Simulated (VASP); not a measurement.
Write the native input for VASP 6.6.1 that does the following.

```
Task                   : relaxation of cell and atoms
Functional             : LDA
Potentials or basis    : VASP PAW LDA potentials, release 64 (Cu, O)
Cutoff                 : 600 eV
k mesh                 : 4 × 4 × 4
Occupations            : fermi-dirac, width 0.05 eV
Spin                   : collinear spin
Starting moments       : [0.6, 0.0, 0.0, 0.0, 0.0] μB
Hubbard terms          : Cu d U = 5.0 eV
Dipole correction      : no
Further INCAR settings : ALGO = Normal; EDIFF = 1e-07; IBRION = 2; EDIFFG = -0.01; NSW = 80; ISIF = 3
```

The structure of CuO4 lies in POSCAR:

```
CuO4
1.0
    4.1996400000      0.0000000000      0.0000000000
    0.0000000000      4.1996400000      0.0000000000
    0.0000000000      0.0000000000      4.1996400000
Cu O
1 4
Direct
    0.0000000000      0.0000000000      0.0000000000
    0.5000000000      0.0000000000      0.0000000000
    0.5000000000      0.5000000000      0.5000000000
    0.0000000000      0.0000000000      0.5000000000
    0.0000000000      0.5000000000      0.0000000000
```

One way to write it, as run:

INCAR

```
PREC = Accurate
ENCUT = 600
EDIFF = 1E-7
ISMEAR = -1
SIGMA = 0.05
LREAL = False
LASPH = True
NELM = 200
ALGO = Normal
ISIF = 3
LWAVE = False
LCHARG = False
ISPIN = 2
MAGMOM = 0.6 0 0 0 0
LORBIT = 11
LMAXMIX = 4
LDAU = True
LDAUTYPE = 2
LDAUL = 2 -1
LDAUU = 5 0
LDAUJ = 0 0
LDAUPRINT = 1
IBRION = 2
NSW = 80
EDIFFG = -0.01
GGA_COMPAT = False
NELMIN = 4
```

KPOINTS

```
regular mesh
0
Gamma
  4 4 4
```

Potentials or basis: VASP PAW LDA potentials, release 64 (Cu, O).

The run is started by

```bash
$ cat potpaw_LDA.64/Cu/POTCAR potpaw_LDA.64/O/POTCAR > POTCAR
$ mpirun -np 1 vasp_std > vasp.out
```

Results of the run:

```json
{"Relaxed volume": "9.06 Å³/atom", "Relaxed cell": "a = 3.565 Å, b = 3.565 Å, c = 3.565 Å, α = 90.00°, β = 90.00°, γ = 90.00°", "Space group after relaxing (to 0.1 Å)": "Pm-3m (No. 221)", "Energy gained by relaxing": "749.0 meV/atom", "Ionic steps": "6", "Pressure after relaxing": "0.0 GPa", "Net moment": "0.00 μB per cell", "Valence electrons inside the program's atomic spheres": "Cu 10.49; O 4.80, 4.50 (each value once)"}
```

Caveat: the k points lie up to 0.44 Å⁻¹ apart in the final cell; the volume moved by over 15 % at a fixed basis, so the end points are rough.

It took 4.5 min on 1 thread of Intel Xeon 8259CL (shared host), peak memory 0.21 GiB.
